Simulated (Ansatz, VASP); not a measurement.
# ReS in VASP and in Ansatz

```
CELL_PARAMETERS angstrom
0.00000 2.59148 2.59148
2.59148 0.00000 2.59148
2.59148 2.59148 0.00000
ATOMIC_POSITIONS crystal
Re 0.00000 0.00000 0.00000
S 0.25000 0.25000 0.25000
```

Alike in both runs: task single point; functional PBEsol; k mesh 10 × 10 × 10; occupations gaussian, width 0.05 eV; collinear spin.

|  | VASP | Ansatz |
| --- | --- | --- |
| version | VASP 6.6.1 | Ansatz 0.2.0 |
| potentials or method | VASP PAW PBE potentials, release 64 (Re, S), cutoff 520 eV | scalar-relativistic, plane waves, PAW |
| valence electrons in the cell | 13 | 21 |

VASP gave:

```
gap on the k mesh at the Fermi level (eV)                     : none
pressure (GPa)                                                : 2.0
net moment per atom (μB)                                      : 0.02
size of the moment on the site where the two differ most (μB) : 0.04
```

Estimate Ansatz's values.

gap on the k mesh at the Fermi level (eV): none; pressure (GPa): 0.0; net moment per atom (μB): 0.04; size of the moment on the site where the two differ most (μB): 0.04.

VASP's potentials were made for PBE, not for PBEsol. Site moments also hang on the region over which each program counts them. A gap of «none» marks a metal or a gap that the smearing closes. VASP's potentials hold 13 valence electrons a cell and Ansatz's 21, so a difference there can come from the potentials and not from the codes.

Spin-orbit coupling is off throughout.
